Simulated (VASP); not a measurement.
# Sn2PbO2 (P3m1) in VASP: further runs

Runs on Sn2PbO2. Level: PBE. Tasks: single point, relaxation of cell and atoms.

All numbers are computed with VASP 6.6.1; they aren't measurements. Logs are shortened: lines on timing, memory, paths and dates and some standing lists are left out, and cuts for length are marked.

**1. The cell of the first run**

Symmetry: P3m1, No. 156, trigonal system. Conventional cell: a = 3.760 Å, b = 3.760 Å, c = 9.367 Å, α = 90.00°, β = 90.00°, γ = 120.00°. Within 2.9 Å of Sn (site symmetry 3m) lie 4 O at 2.19 to 2.27 Å. Within 3.0 Å of Sn (site symmetry 3m) lie 4 O at 2.28 to 2.29 Å. Within 4.4 Å of Pb (site symmetry 3m) lie 4 Sn at 3.07 to 4.01 Å and 6 Pb at 3.76 Å and 4 O at 4.10 to 4.31 Å. O (site symmetry 3m) has 4 Sn at 2.19 to 2.29 Å and 3 O at 2.67 Å within 2.9 Å. O (site symmetry 3m) has 4 Sn at 2.27 to 2.28 Å and 3 O at 2.67 Å within 3.0 Å.

The cell was generated, and may not be a known phase.

**2. Single point, PBE**

INCAR

```
PREC = Accurate
ENCUT = 520
EDIFF = 1E-6
ISMEAR = 0
SIGMA = 0.1
LREAL = F
LASPH = T
NELM = 80
ALGO = Normal
ISIF = 2
LWAVE = F
LCHARG = T
GGA = PE
LELF = T
LVHAR = T
NBANDS = 35
```

KPOINTS

```
regular mesh
0
Gamma
  6 6 2
```

POSCAR

```
Sn2PbO2
1.0
    3.7596964070      0.0000000000      0.0000000000
   -1.8798482035      3.2559925990      0.0000000000
    0.0000000000      0.0000000000      9.3668469641
Sn Pb O
2 1 2
Direct
    0.0000000000      0.0000000000      0.6450576122
    0.6666666667      0.3333333333      0.3328895981
    0.0000000000      0.0000000000     -0.0270822768
    0.0000000000      0.0000000000      0.4108364870
    0.6666666667      0.3333333333      0.5759050396
```

Potentials or basis: VASP PAW PBE potentials, release 64 (Sn_d, Pb_d, O).

Launch:

```bash
$ cat potpaw_PBE.64/Sn_d/POTCAR potpaw_PBE.64/Pb_d/POTCAR potpaw_PBE.64/O/POTCAR > POTCAR
$ mpirun -np 1 vasp_std > vasp.out
```

OUTCAR:

```text
PREC = Accurate
   ENCUT = 520
   EDIFF = 1E-6
   ISMEAR = 0
   LREAL = F
   LASPH = T
   NELM = 80
   ISIF = 2
   GGA = PE

 ion  position               nearest neighbor table
   1  0.000  0.000  0.645-   4 2.19   5 2.27   5 2.27   5 2.27   3 3.07   2 3.64   2 3.64   2 3.64

   2  0.667  0.333  0.333-   5 2.28   4 2.29   4 2.29   4 2.29   1 3.64   1 3.64   1 3.64
   3  0.000  0.000  0.973-   1 3.07
   4  0.000  0.000  0.411-   1 2.19   2 2.29   2 2.29   2 2.29
   5  0.667  0.333  0.576-   1 2.27   1 2.27   1 2.27   2 2.28

  LATTYP: Found a hexagonal cell.
 ALAT       =     3.7596964070
 C/A-ratio  =     2.4913838646

  Lattice vectors:

 A1 = (   3.7596964070,   0.0000000000,   0.0000000000)
 A2 = (  -1.8798482035,   3.2559925990,   0.0000000000)
 A3 = (   0.0000000000,   0.0000000000,   9.3668469641)

Analysis of symmetry for initial positions (statically):
=====================================================================
 Subroutine PRICEL returns:
 Original cell was already a primitive cell.

 Routine SETGRP: Setting up the symmetry group for a
 hexagonal supercell.

 Subroutine GETGRP returns: Found  6 space group operations
 (whereof  6 operations were pure point group operations)
 out of a pool of 24 trial point group operations.

The static configuration has the point symmetry C_3v.

Analysis of symmetry for dynamics (positions and initial velocities):
=====================================================================
 Subroutine PRICEL returns:
 Original cell was already a primitive cell.

 Routine SETGRP: Setting up the symmetry group for a
 hexagonal supercell.

 Subroutine GETGRP returns: Found  6 space group operations
 (whereof  6 operations were pure point group operations)
 out of a pool of 24 trial point group operations.

The dynamic configuration has the point symmetry C_3v.

 Subroutine INISYM returns: Found  6 space group operations
 (whereof  6 operations are pure point group operations),
 and found     1 'primitive' translations

----------------------------------------------------------------------------------------

                                     Primitive cell

  volume of cell :     114.6647

  direct lattice vectors                    reciprocal lattice vectors
     3.759696407  0.000000000  0.000000000     0.265978923  0.153563003  0.000000000
    -1.879848203  3.255992599  0.000000000     0.000000000  0.307126005  0.000000000
     0.000000000  0.000000000  9.366846964     0.000000000  0.000000000  0.106759511

  length of vectors
     3.759696407  3.759696407  9.366846964     0.307126005  0.307126005  0.106759511

  position of ions in fractional coordinates (direct lattice)
     0.000000000  0.000000000  0.645057612
     0.666666667  0.333333333  0.332889598
     0.000000000  0.000000000  0.972917723
     0.000000000  0.000000000  0.410836487
     0.666666667  0.333333333  0.575905040

  ion indices of the primitive-cell ions
   primitive index   ion index
                 1           1
                 2           2
                 3           3
                 4           4
                 5           5

----------------------------------------------------------------------------------------

 KPOINTS: regular mesh

Automatic generation of k-mesh.
 Grid dimensions read from file:
 generate k-points for:    6    6    2

 Generating k-lattice:

  Cartesian coordinates                     Fractional coordinates (reciprocal lattice)
     0.044329820  0.025593834  0.000000000     0.166666667 -0.000000000  0.000000000
     0.000000000  0.051187668  0.000000000     0.000000000  0.166666667  0.000000000
     0.000000000  0.000000000  0.053379755     0.000000000  0.000000000  0.500000000

  Length of vectors
     0.051187668  0.051187668  0.053379755

  Shift w.r.t. Gamma in fractional coordinates (k-lattice)
     0.000000000  0.000000000  0.000000000

 Subroutine IBZKPT returns following result:
 ===========================================

 Found     14 irreducible k-points:

 Following reciprocal coordinates:
            Coordinates               Weight
  0.000000  0.000000  0.000000      1.000000
  0.166667 -0.000000  0.000000      6.000000
  0.333333 -0.000000  0.000000      6.000000
  0.500000 -0.000000  0.000000      3.000000
  0.166667  0.166667  0.000000      6.000000
  0.333333  0.166667  0.000000     12.000000
  0.333333  0.333333  0.000000      2.000000
  0.000000  0.000000  0.500000      1.000000
  0.166667 -0.000000  0.500000      6.000000
  0.333333 -0.000000  0.500000      6.000000
  0.500000 -0.000000  0.500000      3.000000
  0.166667  0.166667  0.500000      6.000000
  0.333333  0.166667  0.500000     12.000000
  0.333333  0.333333  0.500000      2.000000
   k-points           NKPTS =     14   k-points in BZ     NKDIM =     14   number of bands    NBANDS=     35
   number of dos      NEDOS =    301   number of ions     NIONS =      5
   total plane-waves  NPLWV =  54880
   dimension x,y,z NGX =    28 NGY =   28 NGZ =   70
   dimension x,y,z NGXF=    56 NGYF=   56 NGZF=  140
   ions per type =               2   1   2
   NGX,Y,Z   is equivalent  to a cutoff of  12.38, 12.38, 12.42 a.u.
   NGXF,Y,Z  is equivalent  to a cutoff of  24.76, 24.76, 24.85 a.u.
 SYSTEM =  unknown system
   PREC   = accura    normal or accurate (medium, high low for compatibility)
   ISTART =      0    job   : 0-new  1-cont  2-samecut
   ICHARG =      2    charge: 1-file 2-atom 10-const
   ISPIN  =      1    spin polarized calculation?
   LNONCOLLINEAR =      F non collinear calculations
   LSORBIT =      F    spin-orbit coupling
   LASPH  =      T    aspherical Exc in radial PAW
   ENCUT  =  520.0 eV  38.22 Ry    6.18 a.u.   6.99  6.99 17.42*2*pi/ulx,y,z
   NELM   =     80;   NELMIN=  2; NELMDL= -5     # of ELM steps
   EDIFF  = 0.1E-05   stopping-criterion for ELM
   LREAL  =      F    real-space projection
   EDIFFG = 0.1E-04   stopping-criterion for IOM
   NSW    =      0    number of steps for IOM
   IBRION =     -1    ionic relax: 0-MD 1-quasi-New 2-CG
   NFREE  =      0    steps in history (QN), initial steepest desc. (CG)
   ISIF   =      2    stress and relaxation
   ISYM   =      2    0-nonsym 1-usesym 2-fastsym
   POTIM  = 0.5000    time-step for ionic-motion
   TEBEG  =    0.0;   TEEND  =   0.0 temperature during run
   PSTRESS=    0.0 pullay stress
   NELECT =      54.0000    total number of electrons
   NUPDOWN=      -1.0000    fix difference up-down
   EMIN   =  10.00;   EMAX   =-10.00  energy-range for DOS
   EFERMI =   0.00;   METHOD = LEGACY
   ISMEAR =     0;   SIGMA  =   0.10  broadening in eV -4-tet -1-fermi 0-gaus
   EFERMI_NEDOS =   21; number of points for ismear=-14 and -15
   IALGO  =     38    algorithm
   IMIX   =      4    mixing-type and parameters
     AMIX     =   0.40;   BMIX     =  1.00
     AMIX_MAG =   1.60;   BMIX_MAG =  1.00
  volume/ion in A,a.u.               =      22.93       154.76
  Fermi-wavevector in a.u.,A,eV,Ry     =   1.273687  2.406920 22.072457  1.622280
  Thomas-Fermi vector in A             =   2.406497
   LORBIT       =      0    0 simple, 1 ext, 2 COOP (PROOUT), +10 PAW based schemes
   GGA     = PE    functional components
   LHFCALC =     F    Hartree Fock is set to
   AEXX    =    0.0000 exact exchange contribution
   IVDW    =     0    specifies the selected vdW correction
   LEPSILON=     F    determine dielectric tensor
   LRPA    =     F    only Hartree local field effects (RPA)
 non-spin polarized calculation
 Gauss-broadening in eV      SIGMA  =   0.10
  energy-cutoff  :      520.00
  volume of cell :      114.66
 maximum number of plane-waves:      3104
 NGX is ok and might be reduce to    28
   NGX = 13   NGY = 13   NGZ = 35

 number of electron      53.9999996 magnetization

 Free energy of the ion-electron system (eV)
  ---------------------------------------------------
  ext. energy  EPLUGINS =         0.00000000
  ---------------------------------------------------
  free energy    TOTEN  =       -25.28000035 eV

  energy without entropy =      -25.27579464  energy(sigma->0) =      -25.27789749

 E-fermi :   6.4652     XC(G=0):  -9.5551

 val. band max:        6.3762099705   @ k =   0.1667   0.1667   0.0000
 cond. band min:       6.4917969120   @ k =   0.0000   0.0000   0.0000
 fundamental gap:      0.1155869414
 Fermi energy:         6.4652242532

 k-point     1 :       0.0000    0.0000    0.0000
  band No.  band energies     occupation
      1     -16.2273      2.00000
      2     -16.1247      2.00000
      3     -16.1247      2.00000
      4     -15.9960      2.00000
      5     -15.9960      2.00000
      6     -15.9618      2.00000
[... 27 lines left out ...]
     34      11.9963      0.00000
     35      11.9963      0.00000

 k-point     2 :       0.1667   -0.0000    0.0000
  band No.  band energies     occupation
      1     -16.2631      2.00000
      2     -16.1398      2.00000
      3     -16.1085      2.00000
      4     -15.9992      2.00000
      5     -15.9914      2.00000
      6     -15.9890      2.00000
[... 27 lines left out ...]
     34      11.6312      0.00000
     35      11.9770      0.00000

 k-point     3 :       0.3333   -0.0000    0.0000
  band No.  band energies     occupation
      1     -16.3235      2.00000
      2     -16.2127      2.00000
      3     -16.0756      2.00000
      4     -16.0199      2.00000
      5     -15.9906      2.00000
      6     -15.9847      2.00000
[... 27 lines left out ...]
     34      11.6280      0.00000
     35      12.0554      0.00000
[... 343 lines left out ...]
 k-point    13 :       0.3333    0.1667    0.5000
  band No.  band energies     occupation
      1     -16.3396      2.00000
      2     -16.2496      2.00000
      3     -16.0718      2.00000
      4     -16.0206      2.00000
      5     -15.9966      2.00000
      6     -15.9715      2.00000
[... 27 lines left out ...]
     34      10.6469      0.00000
     35      11.7370      0.00000

 k-point    14 :       0.3333    0.3333    0.5000
  band No.  band energies     occupation
      1     -16.3389      2.00000
      2     -16.2673      2.00000
      3     -16.0753      2.00000
      4     -16.0130      2.00000
      5     -16.0061      2.00000
      6     -15.9606      2.00000
[... 27 lines left out ...]
     34      10.7365      0.00000
     35      11.6472      0.00000

------------------------ aborting loop because EDIFF is reached ----------------------------------------

  FORCE on cell =-STRESS in cart. coord.  units (eV):
  Direction    XX          YY          ZZ          XY          YZ          ZX
  --------------------------------------------------------------------------------------
  -------------------------------------------------------------------------------------
  Total        0.1299495      0.1299495      0.2957642      0.0000000      0.0000000      0.0000000
  in kB        1.8157482      1.8157482      4.1326311      0.0000000      0.0000000      0.0000000
  external PRESSURE =       2.5880425 kB  Pullay stress =       0.0000000 kB

 VOLUME and BASIS-vectors are now :
 -----------------------------------------------------------------------------
  energy-cutoff  :      520.00
  volume of cell :      114.66
      direct lattice vectors                 reciprocal lattice vectors
     3.759696407  0.000000000  0.000000000     0.265978923  0.153563003  0.000000000
    -1.879848203  3.255992599  0.000000000     0.000000000  0.307126005  0.000000000
     0.000000000  0.000000000  9.366846964     0.000000000  0.000000000  0.106759511

 POSITION                                       TOTAL-FORCE (eV/Angst)
 -----------------------------------------------------------------------------------
      0.00000      0.00000      6.04216         0.000000      0.000000      0.079320
      1.87985      1.08533      3.11813        -0.000000      0.000000     -0.053971
      0.00000      0.00000      9.11317        -0.000000     -0.000000      0.003989
      0.00000      0.00000      3.84824         0.000000      0.000000     -0.008036
      1.87985      1.08533      5.39441         0.000000     -0.000000     -0.021302
 -----------------------------------------------------------------------------------
    total drift:                               -0.000001      0.000001     -0.000529

  FREE ENERGIE OF THE ION-ELECTRON SYSTEM (eV)
  ---------------------------------------------------
  free  energy   TOTEN  =       -25.2800003526 eV

  energy  without entropy=      -25.2757946364  energy(sigma->0) =      -25.27789749
```

Wall time 61 s (1 thread of Intel Xeon Platinum 8488C (Sapphire Rapids), shared host); peak memory 0.24 GiB.

Results:

```yaml
Free_energy: -25.2800 eV
Pressure: 0.3 GPa
Largest_force: 0.079 eV/Å
Band_gap_on_the_k_mesh: zero (bands 27 and 28 overlap by 1.14 eV)
```

Forces on the atoms (eV/Å):
```
Sn   0.000  0.000  0.079
Sn   0.000  0.000 -0.054
Pb   0.000  0.000  0.004
O    0.000  0.000 -0.008
O    0.000  0.000 -0.021
```

Caveat: spin-orbit coupling is left out, which moves the levels of the heavy elements.

[end of part 1 of 3]

The gap in the log of VASP goes by the Fermi energy; the results here count the filled bands.